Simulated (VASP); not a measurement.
# BeS (I4_1md) in VASP: further runs, part 2 of 2

VASP 6.6.1. Earlier steps stand in the parts before.

### Step 3. Single point, PBE

This run uses another cell than the first one, of 18.76 Å³/atom, 1.208 times its volume.

INCAR

```
PREC = Accurate ; ENCUT = 520
EDIFF = 1E-6 ; ISMEAR = 0
SIGMA = 0.1 ; LREAL = False
LASPH = True ; NELM = 60
ALGO = Normal ; ISIF = 2
LWAVE = False ; LCHARG = True
GGA = PE ; LELF = True
LVHAR = True ; NBANDS = 16
```

KPOINTS

```
regular mesh
0
Gamma
  6 6 6
```

POSCAR

```
BeS
1.0
   -1.7756104807      1.7756104807      5.9491466089
    1.7756104807     -1.7756104807      5.9491466089
    1.7756104807      1.7756104807     -5.9491466089
Be S
2 2
Direct
    0.4454215584      0.4454215584      0.0000000000
    0.1954215584      0.6954215584      0.5000000000
    0.6151234316      0.6151234316      0.0000000000
    0.3651234316      0.8651234316      0.5000000000
```

Potentials or basis: VASP PAW PBE potentials, release 64 (Be, S).

Command:

```sh
cat potpaw_PBE.64/Be/POTCAR potpaw_PBE.64/S/POTCAR > POTCAR
mpirun -np 1 vasp_std > vasp.out
```

OUTCAR:

```text
PREC = Accurate
   ENCUT = 520
   EDIFF = 1E-6
   ISMEAR = 0
   LREAL = False
   LASPH = True
   NELM = 60
   ISIF = 2
   GGA = PE

 ion  position               nearest neighbor table
   1  0.445  0.445  0.000-   4 2.02   4 2.02   3 2.02
   2  0.195  0.695  0.500-   3 2.02   3 2.02   4 2.02
   3  0.615  0.615  0.000-   2 2.02   2 2.02   1 2.02
   4  0.365  0.865  0.500-   1 2.02   1 2.02   2 2.02

  LATTYP: Found a body centered tetragonal cell.
 ALAT       =     3.5512209614
 C/A-ratio  =     3.3504795526

  Lattice vectors:

 A1 = (  -1.7756104807,   1.7756104807,   5.9491466089)
 A2 = (   1.7756104807,  -1.7756104807,   5.9491466089)
 A3 = (   1.7756104807,   1.7756104807,  -5.9491466089)

Analysis of symmetry for initial positions (statically):
=====================================================================
 Subroutine PRICEL returns:
 Original cell was already a primitive cell.

 Routine SETGRP: Setting up the symmetry group for a
 body centered tetragonal supercell.

 Subroutine GETGRP returns: Found  8 space group operations
 (whereof  4 operations were pure point group operations)
 out of a pool of 16 trial point group operations.

The static configuration has the point symmetry C_2v.
 The point group associated with its full space group is C_4v.

Analysis of symmetry for dynamics (positions and initial velocities):
=====================================================================
 Subroutine PRICEL returns:
 Original cell was already a primitive cell.

 Routine SETGRP: Setting up the symmetry group for a
 body centered tetragonal supercell.

 Subroutine GETGRP returns: Found  8 space group operations
 (whereof  4 operations were pure point group operations)
 out of a pool of 16 trial point group operations.

The dynamic configuration has the point symmetry C_2v.
 The point group associated with its full space group is C_4v.
[... 116 lines left out ...]
   EMIN   =  10.00;   EMAX   =-10.00  energy-range for DOS
   EFERMI =   0.00;   METHOD = LEGACY
   ISMEAR =     0;   SIGMA  =   0.10  broadening in eV -4-tet -1-fermi 0-gaus
   EFERMI_NEDOS =   21; number of points for ismear=-14 and -15
   IALGO  =     38    algorithm
   IMIX   =      4    mixing-type and parameters
     AMIX     =   0.40;   BMIX     =  1.00
     AMIX_MAG =   1.60;   BMIX_MAG =  1.00
  volume/ion in A,a.u.               =      18.76       126.57
  Fermi-wavevector in a.u.,A,eV,Ry     =   0.978088  1.848319 13.016109  0.956657
  Thomas-Fermi vector in A             =   2.108837
   LORBIT       =      0    0 simple, 1 ext, 2 COOP (PROOUT), +10 PAW based schemes
   GGA     = PE    functional components
   LHFCALC =     F    Hartree Fock is set to
   AEXX    =    0.0000 exact exchange contribution
   IVDW    =     0    specifies the selected vdW correction
   LEPSILON=     F    determine dielectric tensor
   LRPA    =     F    only Hartree local field effects (RPA)
 non-spin polarized calculation
 Gauss-broadening in eV      SIGMA  =   0.10
  energy-cutoff  :      520.00
  volume of cell :       75.03
 maximum number of plane-waves:      2046
   NGX = 23   NGY = 23   NGZ = 23

 number of electron      16.0000000 magnetization

 Free energy of the ion-electron system (eV)
  ---------------------------------------------------
  ext. energy  EPLUGINS =         0.00000000
  ---------------------------------------------------
  free energy    TOTEN  =       -18.65314116 eV

  energy without entropy =      -18.65314116  energy(sigma->0) =      -18.65314116

 E-fermi :   2.9161     XC(G=0):  -8.3899

 val. band max:        2.4215537062   @ k =  -0.1667   0.3333   0.1667
 cond. band min:       4.1855364806   @ k =   0.5000   0.5000   0.0000
 fundamental gap:      1.7639827744
 Fermi energy:         2.9160843535

 k-point     1 :       0.0000    0.0000    0.0000
  band No.  band energies     occupation
      1     -10.9138      2.00000
      2      -9.8357      2.00000
      3      -3.2995      2.00000
      4      -0.3735      2.00000
      5      -0.3735      2.00000
      6       0.9096      2.00000
[... 433 lines left out ...]
      3      -2.6842      2.00000
      4      -1.2824      2.00000
      5      -0.3789      2.00000
      6       0.0253      2.00000
[... 8 lines left out ...]
     15      10.6166      0.00000
     16      11.6221      0.00000

 [... further k-points ...]
[... 5 lines left out ...]
  --------------------------------------------------------------------------------------
  -------------------------------------------------------------------------------------
  Total        0.0072845      0.0072845      0.0023362      0.0000000      0.0000000      0.0000000
  in kB        0.1555607      0.1555607      0.0498890      0.0000000      0.0000000      0.0000000
  external PRESSURE =       0.1203368 kB  Pullay stress =       0.0000000 kB

 VOLUME and BASIS-vectors are now :
 -----------------------------------------------------------------------------
  energy-cutoff  :      520.00
  volume of cell :       75.03
      direct lattice vectors                 reciprocal lattice vectors
    -1.775610481  1.775610481  5.949146609     0.000000000  0.281593292  0.084045668
     1.775610481 -1.775610481  5.949146609     0.281593292  0.000000000  0.084045668
     1.775610481  1.775610481 -5.949146609     0.281593292  0.281593292  0.000000000

 POSITION                                       TOTAL-FORCE (eV/Angst)
 -----------------------------------------------------------------------------------
      0.00000      0.00000      5.29976        -0.000000      0.000000      0.015200
      1.77561     -0.00000      2.32518         0.000000     -0.000000      0.015200
      0.00000      0.00000      7.31892         0.000000      0.000000     -0.015200
      1.77561      0.00000      4.34435        -0.000000     -0.000000     -0.015200
 -----------------------------------------------------------------------------------
    total drift:                               -0.000000     -0.000000     -0.000207

  FREE ENERGIE OF THE ION-ELECTRON SYSTEM (eV)
  ---------------------------------------------------
  free  energy   TOTEN  =       -18.6531411609 eV

  energy  without entropy=      -18.6531411609  energy(sigma->0) =      -18.65314116
```

OSZICAR:

```text
N       E                     dE             d eps       ncg     rms          rms(c)
DAV:   1     0.600103762702E+02    0.60010E+02   -0.63691E+03   960   0.837E+02
DAV:   2    -0.141552563659E+02   -0.74166E+02   -0.67379E+02  1384   0.152E+02
DAV:   3    -0.192309869245E+02   -0.50757E+01   -0.50491E+01  1368   0.444E+01
DAV:   4    -0.192978368601E+02   -0.66850E-01   -0.66834E-01  1216   0.599E+00
DAV:   5    -0.192992494340E+02   -0.14126E-02   -0.14125E-02  1384   0.890E-01    0.727E+00
DAV:   6    -0.187596658420E+02    0.53958E+00   -0.56880E-01  1112   0.355E+00    0.525E+00
DAV:   7    -0.186487852652E+02    0.11088E+00   -0.33287E-01  1328   0.286E+00    0.222E+00
DAV:   8    -0.186529035311E+02   -0.41183E-02   -0.24254E-02  1112   0.967E-01    0.316E-01
DAV:   9    -0.186524309056E+02    0.47263E-03   -0.23755E-03  1296   0.310E-01    0.840E-02
DAV:  10    -0.186530702741E+02   -0.63937E-03   -0.73278E-04  1168   0.155E-01    0.373E-02
DAV:  11    -0.186531306407E+02   -0.60367E-04   -0.56850E-05  1352   0.469E-02    0.424E-02
DAV:  12    -0.186531414065E+02   -0.10766E-04   -0.15614E-05  1176   0.217E-02    0.112E-02
DAV:  13    -0.186531411609E+02    0.24555E-06   -0.29263E-07  1120   0.356E-03
   1 F= -.18653141E+02 E0= -.18653141E+02  d E =-.748838E-13
```

stdout:

```text
POSCAR found type information on POSCAR BeS
 POSCAR found :  2 types and       4 ions
 scaLAPACK will be used
 LDA part: xc-table for (Slater+PW92), standard interpolation
 POSCAR, INCAR and KPOINTS ok, starting setup
 FFT: planning ... GRIDC
 FFT: planning ... GRID_SOFT
 FFT: planning ... GRID
 WAVECAR not read
 entering main loop
```

It took 45 s on 1 thread of Intel Xeon 6975P-C (Granite Rapids), shared host; peak memory 0.29 GiB.

Results:

```
Free energy            : -18.6531 eV
Pressure               : 0.0 GPa
Largest force          : 0.015 eV/Å
Band gap on the k mesh : 1.76 eV, indirect (least direct gap 3.09 eV)
```

Forces in eV/Å, atoms in the order of the input:
```
Be   0.000  0.000  0.015
Be   0.000  0.000  0.015
S    0.000  0.000 -0.015
S    0.000  0.000 -0.015
```

Levels at points of the mesh, in eV from the valence-band top:
```csv
k point,band 5,band 6,band 7,band 8,band 9,band 10,band 11,band 12
"(0.00, 0.00, 0.00)",-2.80,-1.51,-0.87,-0.87,3.06,4.16,4.65,6.45
"(0.50, 0.00, 0.00)",-3.13,-2.59,-2.53,0.00,3.40,4.79,5.08,5.54
"(0.50, 0.50, 0.00)",-3.62,-3.62,-1.92,-1.92,1.76,1.76,6.33,6.33
"(0.50, 0.50, 0.50)",-2.93,-2.93,-0.50,-0.50,3.56,3.56,5.31,5.31
```

### Step 4. Relaxation of cell and atoms, PBE

INCAR

```
PREC = Accurate
ENCUT = 600
EDIFF = 1E-7
ISMEAR = 0
SIGMA = 0.1
LREAL = False
LASPH = True
NELM = 100
ALGO = Normal
ISIF = 3
LWAVE = False
LCHARG = False
GGA = PE
IBRION = 2
NSW = 90
EDIFFG = -0.04
```

KPOINTS

```
Automatic mesh
0
Gamma
  6 6 6
```

POSCAR

```
BeS
1.0
   -2.4046487000      2.4046487000      2.6861090700
    2.4046487000     -2.4046487000      2.6861090700
    2.4046487000      2.4046487000     -2.6861090700
Be S
2 2
Direct
    0.3788465600      0.3788465600      0.0000000000
    0.1288465600      0.6288465600      0.5000000000
    0.6816984300      0.6816984300      0.0000000000
    0.4316984300      0.9316984300      0.5000000000
```

Command:

```sh
cat potpaw_PBE.64/Be/POTCAR potpaw_PBE.64/S/POTCAR > POTCAR
mpirun -np 1 vasp_std > vasp.out
```

It took 12 min on 1 thread of Intel Xeon 6975P-C (Granite Rapids), shared host; peak memory 0.24 GiB.

The run converged. Its results:

```yaml
Free_energy: -16.1072 eV
Relaxed_volume: 13.13 Å³/atom
Relaxed_cell: a = 5.716 Å, b = 5.716 Å, c = 5.716 Å, α = 147.92°, β = 147.92°, γ = 46.01°
Space_group_after_relaxing_to_0.05_Å: I4_1md (No. 109)
Energy_gained_by_relaxing: 1124.1 meV/atom
Ionic_steps: 56
Pressure_after_relaxing: 0.0 GPa
Largest_force_after_relaxing: 0.023 eV/Å
Band_gap_on_the_k_mesh: zero (band 8 reaches 6.95 eV, above the bottom of band 9 at 6.30 eV)
```

Forces in eV/Å, atoms in the order of the input:
```
Be   0.000  0.000  0.023
Be   0.000  0.000  0.023
S    0.000  0.000 -0.023
S    0.000  0.000 -0.023
```

Stress tensor (GPa, compression positive):
```
 0.09  0.00  0.00
 0.00  0.09  0.00
 0.00  0.00 -0.17
```

Step by step:
```
step  energy change (eV)  largest force (eV/Å)  pressure (GPa)  volume (Å³)
   1              0.0000                7.3843           24.80        62.13
   3              0.4889                1.2342          -14.11        80.45
   5             -1.5938                1.3283           -7.93        69.37
   7             -1.8964                0.1606           -1.47        66.07
   9             -1.9198                0.0993           -0.57        65.04
  11             -1.9251                0.0258            8.35        56.65
  13             -1.9881                0.1242            3.17        60.54
  15             -2.0904                0.6017            2.91        60.22
  17             -2.3704                0.1714           17.50        55.44
  19             -2.3518                0.0789           20.30        54.97
  21             -0.5726                2.0787           55.53        48.95
  23             -2.1679                0.4056           26.53        53.43
  25             -2.1881                0.4854           26.99        53.54
  27             -2.2016                0.8906           29.98        53.94
  29             -2.3554                0.9027           28.28        54.88
  31             -2.9359                0.9426           22.07        59.11
  33             -3.5230                0.9174            5.04        76.07
  35             -3.7677                0.7643            6.91        71.77
  37             -3.9426                0.2892            1.16        74.21
  39             -3.9503                0.2774            0.74        74.55
  41             -3.9872                0.2351           -1.66        76.94
  43             -4.0269                0.3083           -1.28        75.62
  45             -4.0821                0.3306           -1.07        72.83
  47             -4.2415                0.1080           -2.10        66.25
  49             -3.8963                0.5312           21.39        43.83
  51             -4.4243                0.0698            2.82        49.97
  53             -4.4737                0.0185            1.92        51.30
  55             -4.4935                0.0737           -1.21        53.18
  56             -4.4963                0.0233            0.01        52.50
```

Final structure:
```
Be S
1.0
    -1.57952    1.57952    5.26113
     1.57952   -1.57952    5.26113
     1.57952    1.57952   -5.26113
Be S
2 2
Direct
  0.33530 0.33530 0.00000
  0.08530 0.58530 0.50000
  0.72524 0.72524 0.00000
  0.47524 0.97524 0.50000
```

Levels at points of the mesh, in eV from the Fermi level:
```csv
k point,band 4,band 5,band 6,band 7,band 8,band 9,band 10,band 11,band 12
"(0.00, 0.00, 0.00)",-2.13,-2.13,-1.51,-1.51,-0.57,2.30,2.34,4.86,6.42
"(0.50, 0.00, 0.00)",-6.73,-4.35,-2.25,-1.32,-0.03,2.69,4.25,4.73,5.31
"(0.50, 0.50, 0.00)",-6.32,-5.07,-5.07,-2.49,-2.49,-0.38,-0.38,4.52,4.52
"(0.50, 0.50, 0.50)",-4.22,-2.82,-2.82,-0.19,-0.19,2.54,2.54,4.62,4.62
```

Caveat: the volume moved by over 15 % at a fixed basis, so the end points are rough.

### Step 5. Summary

| task | cell | cutoff (eV) | gap on the mesh (eV) | pressure (GPa) | largest force (eV/Å) |
| --- | --- | --- | --- | --- | --- |
| single point | a = 4.334 Å, angles 112.6, 112.6, 103.4°, 4 atoms | 520 | none | 24.8 | 7.39 |
| single point | a = 6.457 Å, angles 148.1, 148.1, 45.8°, 4 atoms | 520 | 1.76 | 0.0 | 0.02 |
| relaxation of cell and atoms | relaxed from a = 4.334 Å, angles 112.6, 112.6, 103.4°, 4 atoms | 600 | none | 0.0 | 0.02 |

Alike in all rows: level PBE; potentials or basis VASP PAW PBE potentials, release 64 (Be, S); no spin polarisation; k mesh 6 × 6 × 6; smearing gaussian 0.1 eV.

Caveats: forces of over 1 eV/Å act on the atoms, so gaps and moduli don't describe the material at rest (some runs); the volume moved by over 15 % at a fixed basis, so the end points are rough (some runs).

Total energies depend on the potentials used, so only differences within one code and one set of settings carry meaning.
